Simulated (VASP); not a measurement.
**GaN: single point with r2SCAN**

**The experiment to reproduce.**

“Studying electronic properties in GaN without electrical contacts using γ-γ vs e−-γ Perturbed Angular Correlations”, 2019, pmc:6823545 quotes, for a bulk crystal of GaN: band gap 3.503 ± 0.005 eV (direct).

Crystal: GaN.

```xyz
4
Lattice="3.1831 0.0000 0.0000 -1.5915 2.7566 0.0000 0.0000 0.0000 5.1836" Properties=species:S:1:pos:R:3 pbc="T T T"
Ga    0.0000    1.8378   -0.0046
Ga    1.5915    0.9189    2.5872
N     0.0000    1.8378    1.9485
N     1.5915    0.9189    4.5403
```

* Program: VASP 6.6.1
* Task: single point
* Functional: r2SCAN
* Potentials or basis: VASP PAW PBE potentials, release 64 (Ga_d, N)
* Cutoff: 520 eV
* k mesh: 12 × 12 × 6
* Occupations: gaussian, width 0.02 eV
* Spin: no spin polarisation

* Pressure: 1.1 GPa
* Largest force: 0.005 eV/Å
* Band gap on the k mesh: 2.34 eV, direct

Forces in eV/Å, atoms in the order of the input:
```
Ga   0.000  0.000  0.005
Ga   0.000  0.000  0.005
N    0.000  0.000 -0.005
N    0.000  0.000 -0.005
```

Stress tensor (GPa, compression positive):
```
1.14 0.00 0.00
0.00 1.14 0.00
0.00 0.00 1.01
```

Levels at points of the mesh, in eV from the valence-band top:
```
           k point  band 14  band 15  band 16  band 17  band 18  band 19  band 20  band 21  band 22  band 23
(0.00, 0.00, 0.00)    -1.07    -1.07    -0.04     0.00     0.00     2.34     4.81     9.96    10.59    10.59
(0.50, 0.00, 0.00)    -5.39    -4.30    -2.84    -2.24    -1.03     5.58     6.12     6.55     9.35    11.06
(0.00, 0.00, 0.50)    -3.93    -0.55    -0.55    -0.55    -0.55     4.77     4.77     9.18     9.18    11.11
(0.50, 0.00, 0.50)    -6.72    -2.01    -2.01    -1.95    -1.95     4.89     4.89     8.42     8.42    10.76
```

Run time: 110 s on 1 thread of Intel(R) Xeon(R) 6975P-C (Granite Rapids) (shared host), peak memory 0.22 GiB.

Against the measured gap of GaN, 3.503 eV (direct; quoted in “Studying electronic properties in GaN without electrical contacts using γ-γ vs e−-γ Perturbed Angular Correlations”, 2019, pmc:6823545), the calculated 2.34 eV is off by -1.16 eV. Spin-orbit coupling on Ga is left out. The value is that of r2SCAN, without temperature or zero-point motion.

Caveat: the PAW data sets were made with another functional, which shifts forces and pressure a little.
